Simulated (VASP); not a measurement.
# Si8C7 (a cell with a defect) in VASP: a series of runs

Runs on Si8C7 (a cell with a defect). Level: PBE. Tasks: single point, relaxation of the atoms.

Everything below comes from runs of VASP 6.6.1. Logs are shortened: lines on timing, memory, paths and dates and some standing lists are left out, and cuts for length are marked.

### Step 1. The cell of the first run

The cell holds a defect, 15 atoms: a = 6.194 Å, b = 6.194 Å, c = 6.194 Å, α = 60.00°, β = 60.00°, γ = 60.00°.

### Step 2. Single point, PBE (atoms taken out, then relaxed in part)

INCAR reads:

```
ALGO = Normal ; EDIFF = 1E-6
ENCUT = 520 ; GGA = PE
ISIF = 2 ; ISMEAR = 0
LASPH = T ; LCHARG = F
LREAL = Auto ; LWAVE = F
NBANDS = 43 ; NELECT = 56.0
NELM = 100 ; PREC = Accurate
SIGMA = 0.05
```

KPOINTS reads:

```
k-points
0
Gamma
  4 4 4
```

POSCAR reads:

```
Si8C7
1.0
    0.0000000000      4.3797282147     -4.3797282147
    4.3797282147      4.3797282147      0.0000000000
    4.3797282147      0.0000000000     -4.3797282147
Si C
8 7
Direct
   -0.0032370559      0.0295993130      0.5051955751
   -0.0032370559      0.4684421678      0.5051955751
    0.5255177559     -0.0255177559      0.5255177559
    0.4885126593      0.5114873407      0.4885126593
    0.0070363120     -0.0070363120      1.0070363120
   -0.0564585872      0.5564585872      0.9435414128
    0.5051955751      0.0295993130      0.9967629441
    0.5051955751      0.4684421678      0.9967629441
    0.1547352151      0.3452647849      0.1547352151
    0.6558555818      0.0942588237      0.1556267708
    0.5707901133      0.6564953382      0.1162192102
    0.1556267708      0.0942588237      0.6558555818
    0.1162192102      0.6564953382      0.5707901133
    0.6266239652      0.1408834086      0.6266239652
    0.6266239652      0.6058686611      0.6266239652
```

Potentials or basis: VASP PAW PBE potentials, release 64 (Si, C).

Started as:

```
$ cat potpaw_PBE.64/Si/POTCAR potpaw_PBE.64/C/POTCAR > POTCAR
$ mpirun -np 1 vasp_std > vasp.out
```

OUTCAR:

```text
EDIFF = 1E-6
   ENCUT = 520
   GGA = PE
   ISIF = 2
   ISMEAR = 0
   LASPH = T
   LREAL = Auto
   NELECT = 56.0
   NELM = 100
   PREC = Accurate

 ion  position               nearest neighbor table
   1  0.997  0.030  0.505-  14 1.87  12 1.92  13 1.92   9 2.24   2 2.72   6 2.86   5 3.03   3 3.04
                             7 3.04   4 3.07   4 3.14
   2  0.997  0.468  0.505-  15 1.87  12 1.92  13 1.92   9 2.24   1 2.72   6 2.86   5 3.03   3 3.04
                             8 3.04   4 3.07   4 3.14
   3  0.526  0.974  0.526-  10 1.87  12 1.87  15 1.88  14 1.88   1 3.04   7 3.04   2 3.04   8 3.04
                             5 3.10   5 3.10   4 3.11   4 3.11
   4  0.489  0.511  0.489-  14 1.88  15 1.88  11 1.90  13 1.90   2 3.07   8 3.07   7 3.07   1 3.07
                             3 3.11   3 3.11   6 3.12   6 3.12   1 3.14   7 3.14   8 3.14   2 3.14
   5  0.007  0.993  0.007-  10 1.78  12 1.78   2 3.03   8 3.03   7 3.03   1 3.03   3 3.10   3 3.10
                             6 3.15   6 3.15
   6  0.944  0.556  0.944-   9 1.85  11 1.90  13 1.90   7 2.86   1 2.86   8 2.86   2 2.86   4 3.12
                             4 3.12   5 3.15   5 3.15
   7  0.505  0.030  0.997-  14 1.87  10 1.92  11 1.92   9 2.24   8 2.72   6 2.86   5 3.03   3 3.04
                             1 3.04   4 3.07   4 3.14
   8  0.505  0.468  0.997-  15 1.87  10 1.92  11 1.92   9 2.24   7 2.72   6 2.86   5 3.03   3 3.04
                             2 3.04   4 3.07   4 3.14
   9  0.155  0.345  0.155-   6 1.85   2 2.24   8 2.24   7 2.24   1 2.24
  10  0.656  0.094  0.156-   5 1.78   3 1.87   8 1.92   7 1.92
  11  0.571  0.656  0.116-   4 1.90   6 1.90   8 1.92   7 1.92
  12  0.156  0.094  0.656-   5 1.78   3 1.87   2 1.92   1 1.92
  13  0.116  0.656  0.571-   4 1.90   6 1.90   2 1.92   1 1.92
  14  0.627  0.141  0.627-   1 1.87   7 1.87   3 1.88   4 1.88
  15  0.627  0.606  0.627-   2 1.87   8 1.87   3 1.88   4 1.88

  LATTYP: Found a face centered cubic cell.
 ALAT       =     8.7594564294

  Lattice vectors:

 A1 = (   0.0000000000,   4.3797282147,  -4.3797282147)
 A2 = (   4.3797282147,   4.3797282147,   0.0000000000)
 A3 = (   4.3797282147,   0.0000000000,  -4.3797282147)

Analysis of symmetry for initial positions (statically):
=====================================================================
 Subroutine PRICEL returns:
 Original cell was already a primitive cell.

 Routine SETGRP: Setting up the symmetry group for a
 face centered cubic supercell.

 Subroutine GETGRP returns: Found  4 space group operations
 (whereof  4 operations were pure point group operations)
 out of a pool of 48 trial point group operations.

The static configuration has the point symmetry C_2v.

Analysis of symmetry for dynamics (positions and initial velocities):
=====================================================================
 Subroutine PRICEL returns:
 Original cell was already a primitive cell.

 Routine SETGRP: Setting up the symmetry group for a
 face centered cubic supercell.

 Subroutine GETGRP returns: Found  4 space group operations
 (whereof  4 operations were pure point group operations)
 out of a pool of 48 trial point group operations.

The dynamic configuration has the point symmetry C_2v.

 Subroutine INISYM returns: Found  4 space group operations
 (whereof  4 operations are pure point group operations),
 and found     1 'primitive' translations

----------------------------------------------------------------------------------------

                                     Primitive cell

  volume of cell :     168.0241

  direct lattice vectors                    reciprocal lattice vectors
     0.000000000  4.379728215 -4.379728215    -0.114162335  0.114162335 -0.114162335
     4.379728215  4.379728215  0.000000000     0.114162335  0.114162335  0.114162335
     4.379728215  0.000000000 -4.379728215     0.114162335 -0.114162335 -0.114162335

  length of vectors
     6.193871041  6.193871041  6.193871041     0.197734965  0.197734965  0.197734965

  position of ions in fractional coordinates (direct lattice)
     0.996762944  0.029599313  0.505195575
     0.996762944  0.468442168  0.505195575
     0.525517756  0.974482244  0.525517756
[... 43 lines left out ...]
     0.028540584  0.028540584  0.028540584     0.000000000  0.250000000  0.000000000
     0.028540584 -0.028540584 -0.028540584     0.000000000  0.000000000  0.250000000

  Length of vectors
     0.049433741  0.049433741  0.049433741

  Shift w.r.t. Gamma in fractional coordinates (k-lattice)
     0.000000000  0.000000000  0.000000000

 Subroutine IBZKPT returns following result:
 ===========================================

 Found     18 irreducible k-points:

 Following reciprocal coordinates:
            Coordinates               Weight
  0.000000  0.000000  0.000000      1.000000
  0.250000  0.000000  0.000000      4.000000
  0.000000  0.250000  0.000000      4.000000
  0.500000  0.000000  0.000000      2.000000
  0.000000  0.500000  0.000000      2.000000
  0.250000  0.250000  0.000000      4.000000
[... 10 lines left out ...]
 -0.250000  0.500000  0.250000      2.000000
  0.250000 -0.250000  0.500000      4.000000
   k-points           NKPTS =     18   k-points in BZ     NKDIM =     18   number of bands    NBANDS=     43
   number of dos      NEDOS =    301   number of ions     NIONS =     15
   total plane-waves  NPLWV = 110592
   dimension x,y,z NGX =    48 NGY =   48 NGZ =   48
   dimension x,y,z NGXF=    96 NGYF=   96 NGZF=   96
   ions per type =               8   7
   NGX,Y,Z   is equivalent  to a cutoff of  12.88, 12.88, 12.88 a.u.
   NGXF,Y,Z  is equivalent  to a cutoff of  25.77, 25.77, 25.77 a.u.
 SYSTEM =  unknown system
   PREC   = accura    normal or accurate (medium, high low for compatibility)
   ISTART =      0    job   : 0-new  1-cont  2-samecut
   ICHARG =      2    charge: 1-file 2-atom 10-const
   ISPIN  =      1    spin polarized calculation?
   LNONCOLLINEAR =      F non collinear calculations
   LSORBIT =      F    spin-orbit coupling
   LASPH  =      T    aspherical Exc in radial PAW
   ENCUT  =  520.0 eV  38.22 Ry    6.18 a.u.  11.52 11.52 11.52*2*pi/ulx,y,z
   NELM   =    100;   NELMIN=  2; NELMDL= -5     # of ELM steps
   EDIFF  = 0.1E-05   stopping-criterion for ELM
   LREAL  =      T    real-space projection
   EDIFFG = 0.1E-04   stopping-criterion for IOM
   NSW    =      0    number of steps for IOM
   IBRION =     -1    ionic relax: 0-MD 1-quasi-New 2-CG
   NFREE  =      0    steps in history (QN), initial steepest desc. (CG)
   ISIF   =      2    stress and relaxation
   ISYM   =      2    0-nonsym 1-usesym 2-fastsym
   POTIM  = 0.5000    time-step for ionic-motion
   TEBEG  =    0.0;   TEEND  =   0.0 temperature during run
   PSTRESS=    0.0 pullay stress
   NELECT =      56.0000    total number of electrons
   NUPDOWN=      -1.0000    fix difference up-down
   EMIN   =  10.00;   EMAX   =-10.00  energy-range for DOS
   EFERMI =   0.00;   METHOD = LEGACY
   ISMEAR =     0;   SIGMA  =   0.05  broadening in eV -4-tet -1-fermi 0-gaus
   EFERMI_NEDOS =   21; number of points for ismear=-14 and -15
   IALGO  =     38    algorithm
   IMIX   =      4    mixing-type and parameters
     AMIX     =   0.40;   BMIX     =  1.00
     AMIX_MAG =   1.60;   BMIX_MAG =  1.00
  volume/ion in A,a.u.               =      11.20        75.59
  Fermi-wavevector in a.u.,A,eV,Ry     =   1.135047  2.144927 17.528804  1.288331
  Thomas-Fermi vector in A             =   2.271751
   LORBIT       =      0    0 simple, 1 ext, 2 COOP (PROOUT), +10 PAW based schemes
   GGA     = PE    functional components
   LHFCALC =     F    Hartree Fock is set to
   AEXX    =    0.0000 exact exchange contribution
   IVDW    =     0    specifies the selected vdW correction
   LEPSILON=     F    determine dielectric tensor
   LRPA    =     F    only Hartree local field effects (RPA)
 non-spin polarized calculation
 Gauss-broadening in eV      SIGMA  =   0.05
  energy-cutoff  :      520.00
  volume of cell :      168.02
 maximum number of plane-waves:      4573
 NGX is ok and might be reduce to    48
   NGX = 23   NGY = 23   NGZ = 23

 number of electron      56.0000003 magnetization

 Free energy of the ion-electron system (eV)
  ---------------------------------------------------
  ext. energy  EPLUGINS =         0.00000000
  ---------------------------------------------------
  free energy    TOTEN  =      -136.29208361 eV

  energy without entropy =     -136.29004911  energy(sigma->0) =     -136.29106636

 E-fermi :   7.2338     XC(G=0): -10.8243

 val. band max:        7.2081233317   @ k =   0.0000   0.0000   0.0000
 cond. band min:       7.2342735449   @ k =   0.5000   0.0000   0.5000
 fundamental gap:      0.0261502132
 Fermi energy:         7.2337604183

 k-point     1 :       0.0000    0.0000    0.0000
  band No.  band energies     occupation
      1      -7.3330      2.00000
      2      -4.4005      2.00000
      3      -4.3462      2.00000
      4      -3.5171      2.00000
      5      -3.3225      2.00000
      6      -2.9752      2.00000
[... 763 lines left out ...]
     39      13.6910      0.00000
     40      13.8587      0.00000
 [bands above 40 left out]

------------------------ aborting loop because EDIFF is reached ----------------------------------------

  FORCE on cell =-STRESS in cart. coord.  units (eV):
  Direction    XX          YY          ZZ          XY          YZ          ZX
  --------------------------------------------------------------------------------------
  -------------------------------------------------------------------------------------
  Total      -49.2164798    -49.2164798    -44.1136041     -2.8611729      0.0000000      0.0000000
  in kB     -469.2990240   -469.2990240   -420.6410427    -27.2824400      0.0000000      0.0000000
  external PRESSURE =    -453.0796969 kB  Pullay stress =       0.0000000 kB

 VOLUME and BASIS-vectors are now :
 -----------------------------------------------------------------------------
  energy-cutoff  :      520.00
  volume of cell :      168.02
      direct lattice vectors                 reciprocal lattice vectors
     0.000000000  4.379728215 -4.379728215    -0.114162335  0.114162335 -0.114162335
     4.379728215  4.379728215  0.000000000     0.114162335  0.114162335  0.114162335
     4.379728215  0.000000000 -4.379728215     0.114162335 -0.114162335 -0.114162335

 POSITION                                       TOTAL-FORCE (eV/Angst)
 -----------------------------------------------------------------------------------
      2.34226      4.49519     -6.57817         0.002928     -0.002178     -0.012127
      4.26427      6.41720     -6.57817         0.002178     -0.002928     -0.012127
      6.56959      6.56959     -4.60325         0.000000      0.000000      0.024433
      4.37973      4.37973     -4.27911         0.000000      0.000000      0.014681
      4.37973      4.37973     -0.06163         0.000000      0.000000     -0.001594
      6.56959      6.56959     -8.26491        -0.000000      0.000000      0.008021
      4.49519      2.34226     -6.57817        -0.002178      0.002928     -0.012127
      6.41720      4.26427     -6.57817        -0.002928      0.002178     -0.012127
      2.18986      2.18986     -1.35540         0.000000      0.000000     -0.027474
      1.09443      3.28530     -3.55407         0.019590     -0.019590     -0.002170
      3.38428      5.37518     -3.00891         0.006524     -0.006524     -0.000248
      3.28530      1.09443     -3.55407        -0.019590      0.019590     -0.002170
      5.37518      3.38428     -3.00891        -0.006524      0.006524     -0.000248
      3.36147      3.36147     -5.48889        -0.004505     -0.004505      0.017640
      5.39798      5.39798     -5.48889         0.004505      0.004505      0.017640
 -----------------------------------------------------------------------------------
    total drift:                               -0.000000     -0.000000     -0.027683

  FREE ENERGIE OF THE ION-ELECTRON SYSTEM (eV)
  ---------------------------------------------------
  free  energy   TOTEN  =      -136.2920836060 eV

  energy  without entropy=     -136.2900491120  energy(sigma->0) =     -136.29106636
```

Wall time 3.6 min (1 thread of Intel Xeon Platinum 8488C (Sapphire Rapids), shared host); peak memory 0.33 GiB.

What came out:

| Item | Value |
| --- | --- |
| Free energy | -136.2921 eV |
| Largest force | 0.028 eV/Å |

Forces on the atoms (eV/Å):
```
Si   0.003 -0.002 -0.012
Si   0.002 -0.003 -0.012
Si   0.000  0.000  0.024
Si   0.000  0.000  0.015
Si   0.000  0.000 -0.002
Si   0.000  0.000  0.008
Si  -0.002  0.003 -0.012
Si  -0.003  0.002 -0.012
C    0.000  0.000 -0.027
C    0.020 -0.020 -0.002
C    0.007 -0.007  0.000
C   -0.020  0.020 -0.002
C   -0.007  0.007  0.000
C   -0.005 -0.005  0.018
C    0.005  0.005  0.018
```

Levels at points of the mesh, in eV from the Fermi level:
| k point | band 24 | band 25 | band 26 | band 27 | band 28 | band 29 | band 30 | band 31 | band 32 | band 33 |
| --- | --- | --- | --- | --- | --- | --- | --- | --- | --- | --- |
| (0.00, 0.00, 0.00) | -0.93 | -0.83 | -0.03 | 0.04 | 0.09 | 0.36 | 1.72 | 2.25 | 3.81 | 3.88 |
| (0.50, 0.00, 0.00) | -1.59 | -1.37 | -0.97 | -0.39 | -0.32 | 0.33 | 0.38 | 3.12 | 3.80 | 3.90 |
| (0.00, 0.50, 0.00) | -1.50 | -1.03 | -0.93 | -0.80 | -0.29 | 0.01 | 1.38 | 2.45 | 3.61 | 4.09 |
| (0.50, 0.50, 0.00) | -1.24 | -1.13 | -1.06 | -0.97 | -0.78 | 1.25 | 1.38 | 2.08 | 2.57 | 4.21 |
| (0.50, 0.00, 0.50) | -1.76 | -0.98 | -0.81 | -0.80 | -0.65 | -0.19 | 0.00 | 3.14 | 3.33 | 3.56 |

Caveat: the cell carries a net charge on a neutralising background, which shifts energy and pressure; the cell differs from its parent crystal (atoms taken out, then relaxed in part); the cell is charged against a uniform background, so pressure and absolute levels hang on convention.

(Continued in part 2 of 2.)
